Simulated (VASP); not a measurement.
# W (Fm-3m) in VASP: further runs, part 2 of 2

VASP 6.6.1. Earlier steps stand in the parts before.

## 3. Elastic constants, LDA

Input file INCAR:

```
SYSTEM = W
  PREC = Accurate
  ENCUT = 600
  EDIFF = 1E-8
  ISMEAR = -1
  SIGMA = 0.05
  LREAL = .FALSE.
  LASPH = .TRUE.
  NELM = 100
  ALGO = Normal
  ISIF = 3
  LWAVE = .FALSE.
  LCHARG = .FALSE.
  GGA = CA
  IBRION = 6
  NFREE = 2
  POTIM = 0.015
  NSW = 1
```

Input file KPOINTS:

```
Automatic mesh
0
G
  8 8 8
  0 0 0
```

Input file POSCAR:

```
W
1.0
    0.0000000000      2.0300000000      2.0300000000
    2.0300000000      0.0000000000      2.0300000000
    2.0300000000      2.0300000000      0.0000000000
W
1
Direct
    0.0000000000      0.0000000000      0.0000000000
```

Potentials or basis: VASP PAW LDA potentials, release 64 (W_sv).

Command:

```console
cat potpaw_LDA.64/W_sv/POTCAR > POTCAR
mpirun -np 1 vasp_std > vasp.out
```

OUTCAR:

```text
SYSTEM = W
   PREC = Accurate
   ENCUT = 600
   EDIFF = 1E-8
   ISMEAR = -1
   LREAL = .FALSE.
   LASPH = .TRUE.
   NELM = 100
   ISIF = 3
   GGA = CA
   IBRION = 6
   NFREE = 2
   POTIM = 0.015
   NSW = 1

 ion  position               nearest neighbor table
   1  0.000  0.000  0.000-

  LATTYP: Found a face centered cubic cell.
 ALAT       =     4.0600000000

  Lattice vectors:

 A1 = (   0.0000000000,   2.0300000000,   2.0300000000)
 A2 = (   2.0300000000,   0.0000000000,   2.0300000000)
 A3 = (   2.0300000000,   2.0300000000,   0.0000000000)

Analysis of symmetry for initial positions (statically):
=====================================================================
 Subroutine PRICEL returns:
 Original cell was already a primitive cell.

 Routine SETGRP: Setting up the symmetry group for a
 face centered cubic supercell.

 Subroutine GETGRP returns: Found 48 space group operations
 (whereof 48 operations were pure point group operations)
 out of a pool of 48 trial point group operations.

The static configuration has the point symmetry O_h .

Analysis of symmetry for dynamics (positions and initial velocities):
=====================================================================
 Subroutine PRICEL returns:
 Original cell was already a primitive cell.

 Routine SETGRP: Setting up the symmetry group for a
 face centered cubic supercell.

 Subroutine GETGRP returns: Found 48 space group operations
 (whereof 48 operations were pure point group operations)
 out of a pool of 48 trial point group operations.

The dynamic configuration has the point symmetry O_h .

 Subroutine INISYM returns: Found 48 space group operations
[... 683 lines left out ...]
  band No.  band energies     occupation
      1     -63.1969      2.00000
      2     -27.0963      2.00000
      3     -27.0963      2.00000
      4     -27.0963      2.00000
      5       1.2862      2.00000
      6       9.5139      1.99991
      7       9.5139      1.99991
      8       9.5139      1.99991
      9      12.5169      0.00000
     10      12.5169      0.00000
     11      22.9367      0.00000
[... 350 lines left out ...]
  FREE ENERGIE OF THE ION-ELECTRON SYSTEM (eV)
  ---------------------------------------------------
  free  energy   TOTEN  =       -13.5752538100 eV

  energy  without entropy=      -13.5616739131  energy(sigma->0) =      -13.56846386

 INTERNAL STRAIN TENSORS FROM STRAINED CELLS
 ============================================

 INTERNAL STRAIN TENSOR FOR ION    1 for displacements in x,y,z  (eV/Angst):
          X           Y           Z          XY          YZ          ZX
  --------------------------------------------------------------------------------
  x     0.00000     0.00000    -0.00000     0.00000     0.00000     0.00000
  y     0.00000     0.00000     0.00000     0.00000     0.00000     0.00000
  z    -0.00000    -0.00000    -0.00000    -0.00000    -0.00000     0.00000

 INTERNAL STRAIN TENSORS FROM DISPLACED ATOMS
 ============================================

 INTERNAL STRAIN TENSOR FOR ION    1 for displacements in x,y,z  (eV/Angst):
          X           Y           Z          XY          YZ          ZX
  --------------------------------------------------------------------------------
  x     0.00000     0.00000     0.00000     0.00000     0.00000     0.00000
  y     0.00000     0.00000     0.00000     0.00000     0.00000     0.00000
  z     0.00000     0.00000     0.00000     0.00000     0.00000     0.00000

 Eigenvectors and eigenvalues of the dynamical matrix
 ----------------------------------------------------

   1 f/i=    0.000000 THz     0.000000 2PiTHz    0.000000 cm-1     0.000000 meV
             X         Y         Z           dx          dy          dz
      0.000000  0.000000  0.000000     0.933346   -0.358979    0.000000

   2 f/i=    0.000000 THz     0.000000 2PiTHz    0.000000 cm-1     0.000000 meV
             X         Y         Z           dx          dy          dz
      0.000000  0.000000  0.000000    -0.358979   -0.933346    0.000000

   3 f/i=    0.000000 THz     0.000000 2PiTHz    0.000000 cm-1     0.000000 meV
             X         Y         Z           dx          dy          dz
      0.000000  0.000000  0.000000     0.000000    0.000000    1.000000

--------------------------------------------------------------------------------------------------------

 ELASTIC MODULI CONTR FROM IONIC RELAXATION (kBar)
 Direction    XX          YY          ZZ          XY          YZ          ZX
 --------------------------------------------------------------------------------
 XX           0.0000      0.0000      0.0000      0.0000      0.0000      0.0000
 YY           0.0000      0.0000      0.0000      0.0000      0.0000      0.0000
 ZZ           0.0000      0.0000      0.0000      0.0000      0.0000      0.0000
 XY           0.0000      0.0000      0.0000      0.0000      0.0000      0.0000
 YZ           0.0000      0.0000      0.0000      0.0000      0.0000      0.0000
 ZX           0.0000      0.0000      0.0000      0.0000      0.0000      0.0000
 --------------------------------------------------------------------------------

 TOTAL ELASTIC MODULI (kBar)
 Direction    XX          YY          ZZ          XY          YZ          ZX
 --------------------------------------------------------------------------------
 XX          35.3803   3918.5255   3918.5255     -0.0000      0.0000     -0.0000
 YY        3918.5255     35.3803   3918.5255     -0.0000     -0.0000      0.0000
 ZZ        3918.5255   3918.5255     35.3803      0.0000      0.0000     -0.0000
 XY          -0.0000     -0.0000      0.0000  -1444.6838      0.0000      0.0000
 YZ           0.0000     -0.0000      0.0000      0.0000  -1444.6838      0.0000
 ZX          -0.0000      0.0000     -0.0000      0.0000      0.0000  -1444.6838
 --------------------------------------------------------------------------------
```

OSZICAR:

```text
N       E                     dE             d eps       ncg     rms          rms(c)
DAV:   1     0.871823241642E+02    0.87182E+02   -0.85310E+03   638   0.155E+03
DAV:   2    -0.121728940101E+02   -0.99355E+02   -0.96666E+02   704   0.373E+02
DAV:   3    -0.142619222066E+02   -0.20890E+01   -0.20485E+01   713   0.503E+01
[... 166 lines left out ...]
DAV:   4    -0.135752532885E+02    0.37163E-04   -0.21595E-04   668   0.193E-01    0.320E-03
DAV:   5    -0.135752537074E+02   -0.41894E-06   -0.52888E-06   686   0.291E-02    0.143E-03
DAV:   6    -0.135752537613E+02   -0.53901E-07   -0.10468E-07   691   0.406E-03    0.509E-04
DAV:   7    -0.135752538008E+02   -0.39411E-07   -0.40242E-09   414   0.105E-03    0.422E-05
DAV:   8    -0.135752538100E+02   -0.92357E-08   -0.57520E-10   328   0.372E-04
  15 F= -.13575254E+02 E0= -.13568464E+02  d E =-.135799E-01
```

stdout:

```text
POSCAR found type information on POSCAR W
 POSCAR found :  1 types and       1 ions
 scaLAPACK will be used
 LDA part: xc-table for (Slater(with rela. corr.)+CA(PZ))
 , standard interpolation
 POSCAR, INCAR and KPOINTS ok, starting setup
 FFT: planning ... GRIDC
 FFT: planning ... GRID_SOFT
 FFT: planning ... GRID
 WAVECAR not read
 entering main loop
 Found     1 degrees of freedom:
 Adding 6 more for cell shape distortion
 Finite differences POTIM= 0.01500 DOF=   7
 bond charge predicted
 Finite differences progress:
 bond charge predicted
 Finite differences progress:
 bond charge predicted
 Finite differences progress:
 bond charge predicted
 Finite differences progress:
 bond charge predicted
 Finite differences progress:
 bond charge predicted
 Finite differences progress:
 bond charge predicted
 Finite differences progress:
 bond charge predicted
 Finite differences progress:
 bond charge predicted
 Finite differences progress:
 bond charge predicted
 Finite differences progress:
 bond charge predicted
 Finite differences progress:
 bond charge predicted
 Finite differences progress:
 bond charge predicted
 Finite differences progress:
 bond charge predicted
 Finite differences progress:
```

It took 3.3 min on 1 thread of Intel Xeon 8259CL, shared host; peak memory 0.18 GiB.

Results:

- Elastic constants C11, C12, C44: 4, 392, -144 GPa
- Voigt bulk modulus: 262 GPa

Elastic tensor in Voigt notation (GPa, in the Cartesian axes of the cell as first typed):
```
   4  392  392    0    0    0
 392    4  392    0    0    0
 392  392    4    0    0    0
   0    0    0 -144    0    0
   0    0    0    0 -144    0
   0    0    0    0    0 -144
```

Clamped-ion elastic tensor (GPa):
```
   4  392  392    0    0    0
 392    4  392    0    0    0
 392  392    4    0    0    0
   0    0    0 -144    0    0
   0    0    0    0 -144    0
   0    0    0    0    0 -144
```

Caveat: the cell is under stress, which shifts elastic constants; the elastic tensor has a negative eigenvalue, so either the cell is unstable as it stands or the mesh is too thin; spin-orbit coupling is left out, which moves the levels of the heavy elements.

## 4. Elastic constants, PBE

Input file INCAR:

```
PREC = Accurate
ENCUT = 600
EDIFF = 1E-8
ISMEAR = -1
SIGMA = 0.05
LREAL = F
LASPH = T
NELM = 60
ALGO = Normal
ISIF = 3
LWAVE = F
LCHARG = F
GGA = PE
IBRION = 6
NFREE = 2
POTIM = 0.015
NSW = 1
```

Input file KPOINTS:

```
regular mesh
0
Gamma
  8 8 8
```

POSCAR is that of step 3.

Potentials or basis: VASP PAW PBE potentials, release 64 (W_sv).

Command:

```console
cat potpaw_PBE.64/W_sv/POTCAR > POTCAR
mpirun -np 1 vasp_std > vasp.out
```

OUTCAR:

```text
PREC = Accurate
   ENCUT = 600
   EDIFF = 1E-8
   ISMEAR = -1
   LREAL = F
   LASPH = T
   NELM = 60
   ISIF = 3
   GGA = PE
   IBRION = 6
   NFREE = 2
   POTIM = 0.015
   NSW = 1

 ion  position               nearest neighbor table
   1  0.000  0.000  0.000-

  LATTYP: Found a face centered cubic cell.
 ALAT       =     4.0600000000

  Lattice vectors:

 A1 = (   0.0000000000,   2.0300000000,   2.0300000000)
 A2 = (   2.0300000000,   0.0000000000,   2.0300000000)
 A3 = (   2.0300000000,   2.0300000000,   0.0000000000)

Analysis of symmetry for initial positions (statically):
=====================================================================
 Subroutine PRICEL returns:
 Original cell was already a primitive cell.

 Routine SETGRP: Setting up the symmetry group for a
 face centered cubic supercell.
[... 1082 lines left out ...]

 INTERNAL STRAIN TENSORS FROM DISPLACED ATOMS
 ============================================

 INTERNAL STRAIN TENSOR FOR ION    1 for displacements in x,y,z  (eV/Angst):
          X           Y           Z          XY          YZ          ZX
  --------------------------------------------------------------------------------
  x     0.00000     0.00000     0.00000     0.00000     0.00000     0.00000
  y     0.00000     0.00000     0.00000     0.00000     0.00000     0.00000
  z     0.00000     0.00000     0.00000     0.00000     0.00000     0.00000

 Eigenvectors and eigenvalues of the dynamical matrix
 ----------------------------------------------------

   1 f/i=    0.000000 THz     0.000000 2PiTHz    0.000000 cm-1     0.000000 meV
             X         Y         Z           dx          dy          dz
      0.000000  0.000000  0.000000     1.000000    0.000000    0.000000

   2 f/i=    0.000000 THz     0.000000 2PiTHz    0.000000 cm-1     0.000000 meV
             X         Y         Z           dx          dy          dz
      0.000000  0.000000  0.000000     0.000000    1.000000    0.000000

   3 f/i=    0.000000 THz     0.000000 2PiTHz    0.000000 cm-1     0.000000 meV
             X         Y         Z           dx          dy          dz
      0.000000  0.000000  0.000000     0.000000    0.000000    1.000000

--------------------------------------------------------------------------------------------------------

 ELASTIC MODULI CONTR FROM IONIC RELAXATION (kBar)
 Direction    XX          YY          ZZ          XY          YZ          ZX
 --------------------------------------------------------------------------------
 XX           0.0000      0.0000      0.0000      0.0000      0.0000      0.0000
 YY           0.0000      0.0000      0.0000      0.0000      0.0000      0.0000
 ZZ           0.0000      0.0000      0.0000      0.0000      0.0000      0.0000
 XY           0.0000      0.0000      0.0000      0.0000      0.0000      0.0000
 YZ           0.0000      0.0000      0.0000      0.0000      0.0000      0.0000
 ZX           0.0000      0.0000      0.0000      0.0000      0.0000      0.0000
 --------------------------------------------------------------------------------

 TOTAL ELASTIC MODULI (kBar)
 Direction    XX          YY          ZZ          XY          YZ          ZX
 --------------------------------------------------------------------------------
 XX         186.9964   4067.0851   4067.0851      0.0000      0.0000      0.0000
 YY        4067.0851    186.9964   4067.0851      0.0000     -0.0000      0.0000
 ZZ        4067.0851   4067.0851    186.9964      0.0000     -0.0000      0.0000
 XY           0.0000      0.0000      0.0000  -1437.8863     -0.0000      0.0000
 YZ           0.0000     -0.0000     -0.0000     -0.0000  -1437.8863      0.0000
 ZX           0.0000      0.0000      0.0000      0.0000      0.0000  -1437.8863
 --------------------------------------------------------------------------------
```

stdout:

```text
POSCAR found type information on POSCAR W
 POSCAR found :  1 types and       1 ions
 scaLAPACK will be used
 LDA part: xc-table for (Slater+PW92), standard interpolation
 POSCAR, INCAR and KPOINTS ok, starting setup
 FFT: planning ... GRIDC
 FFT: planning ... GRID_SOFT
 FFT: planning ... GRID
 WAVECAR not read
 entering main loop
 Found     1 degrees of freedom:
 Adding 6 more for cell shape distortion
 Finite differences POTIM= 0.01500 DOF=   7
 bond charge predicted
 Finite differences progress:
 bond charge predicted
 Finite differences progress:
 bond charge predicted
 Finite differences progress:
 bond charge predicted
 Finite differences progress:
 bond charge predicted
 Finite differences progress:
 bond charge predicted
 Finite differences progress:
 bond charge predicted
 Finite differences progress:
 bond charge predicted
 Finite differences progress:
 bond charge predicted
 Finite differences progress:
 bond charge predicted
 Finite differences progress:
 bond charge predicted
 Finite differences progress:
 bond charge predicted
 Finite differences progress:
 bond charge predicted
 Finite differences progress:
 bond charge predicted
 Finite differences progress:
```

It took 4.1 min on 1 thread of Intel Xeon 8259CL, shared host; peak memory 0.19 GiB.

Results:

- Elastic constants C11, C12, C44: 19, 407, -144 GPa
- Voigt bulk modulus: 277 GPa

Elastic tensor in Voigt notation (GPa, in the Cartesian axes of the cell as first typed):
```
  19  407  407    0    0    0
 407   19  407    0    0    0
 407  407   19    0    0    0
   0    0    0 -144    0    0
   0    0    0    0 -144    0
   0    0    0    0    0 -144
```

Clamped-ion elastic tensor (GPa):
```
  19  407  407    0    0    0
 407   19  407    0    0    0
 407  407   19    0    0    0
   0    0    0 -144    0    0
   0    0    0    0 -144    0
   0    0    0    0    0 -144
```

Caveat: the cell is under stress, which shifts elastic constants; the elastic tensor has a negative eigenvalue, so either the cell is unstable as it stands or the mesh is too thin; spin-orbit coupling is left out, which moves the levels of the heavy elements.
